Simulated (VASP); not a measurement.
## Ir: electric field gradients with PBE

The system is Ir.

```
Ir
1.0
     0.00000    1.89375    1.89375
     1.89375    0.00000    1.89375
     1.89375    1.89375    0.00000
Ir
1
Direct
  0.00000 0.00000 0.00000
```

This cell differs from its parent crystal: volume scaled by 0.96.

```json
{
 "Program": "VASP 6.6.1",
 "Task": "electric field gradients",
 "Functional": "PBE",
 "Potentials or basis": "VASP PAW PBE potentials, release 64 (Ir)",
 "Cutoff": "520 eV",
 "k mesh": "15 × 15 × 15",
 "Occupations": "fermi-dirac, width 0.05 eV",
 "Spin": "no spin polarisation",
 "Dipole correction": "no",
 "Further INCAR settings": "ALGO = Normal; EDIFF = 1e-08; NBANDS = 10"
}
```

The pressure is 27.5 GPa.

Levels at points of the mesh, in eV from the Fermi level:
```tsv
k point	band 1	band 2	band 3	band 4	band 5	band 6	band 7	band 8	band 9
(0.00, 0.00, 0.00)	-11.63	-4.20	-4.20	-4.20	-1.33	-1.33	14.17	20.01	20.01
```

Wall time 11 s on 1 thread of AMD EPYC 9R14 (Zen 4) (shared host), peak memory 0.11 GiB.

Caveat: without QUAD_EFG the Cq values of the log hold for a quadrupole moment of 1 mb, not for the nuclei; spin-orbit coupling is left out, which moves the levels of the heavy elements.
